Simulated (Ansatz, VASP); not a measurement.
**One calculation of Li, two programs**

The input INCAR:

```
SYSTEM = Li
PREC = Accurate ; ENCUT = 520
EDIFF = 1E-6 ; ISMEAR = 0
SIGMA = 0.1 ; LREAL = .FALSE.
LASPH = .TRUE. ; NELM = 60
ALGO = Fast ; ISIF = 2
LWAVE = .FALSE. ; LCHARG = .TRUE.
GGA = PE ; LELF = .TRUE.
LVHAR = .TRUE. ; NBANDS = 14
```

KPOINTS

```
regular mesh
0
G
  8 8 8
  0 0 0
```

File POSCAR:

```
Li
1.0
    4.3692714341      0.0159468964     -0.0219158464
    0.0159468964      4.4018333930     -0.0110024676
   -0.0219158464     -0.0110024676      4.4035706247
Li
4
Direct
    0.8753514879      0.1214090479      0.6299308817
    0.3770419359      0.3787368739      0.3732793982
    0.1181808085      0.6223272329      0.8766468246
    0.6294257677      0.8775290903      0.1201428956
```

Input for Ansatz:

```yaml
crystal:
  lattice:
    - [4.3692714341, 0.0159468964, -0.0219158464]
    - [0.0159468964, 4.401833393, -0.0110024676]
    - [-0.0219158464, -0.0110024676, 4.4035706247]
  atoms:
    - { symbol: Li, position: [0.8753514879, 0.1214090479, 0.6299308817] }
    - { symbol: Li, position: [0.3770419359, 0.3787368739, 0.3732793982] }
    - { symbol: Li, position: [0.1181808085, 0.6223272329, 0.8766468246] }
    - { symbol: Li, position: [0.6294257677, 0.8775290903, 0.1201428956] }
basis:
  ecutwfc: 420
kpoints:
  mp_grid: { grid: [8, 8, 8] }
hamiltonian:
  xc: pbe
scf:
  occupations: { method: gaussian, width: 0.1 }
output:
  forces: true
  stress: true
  eigenvalues: true
  populations: true
```

Change from the starting cell: all atoms moved at random, cell strained at random.

Alike in both runs: task single point; functional PBE; k mesh 8 × 8 × 8; occupations gaussian, width 0.1 eV; no spin polarisation.

```csv
,VASP,Ansatz
version,VASP 6.6.1,Ansatz 0.2.0
potentials or method,"VASP PAW PBE potentials, release 64 (Li_sv), cutoff 520 eV","scalar-relativistic, plane waves, PAW"
valence electrons in the cell,12,12
```

```tsv
	VASP	Ansatz	Ansatz less VASP
gap on the k mesh at the Fermi level (eV)	none	none	-
rms of the force components (eV/Å)	0.042	0.042	-0.0004
```

Atom by atom the forces differ by 0.000 eV/Å (rms over components). A gap of «none» marks a metal or a gap that the smearing closes.

Noted on VASP's run: the cutoff is short for stress, so the pressure is rough.
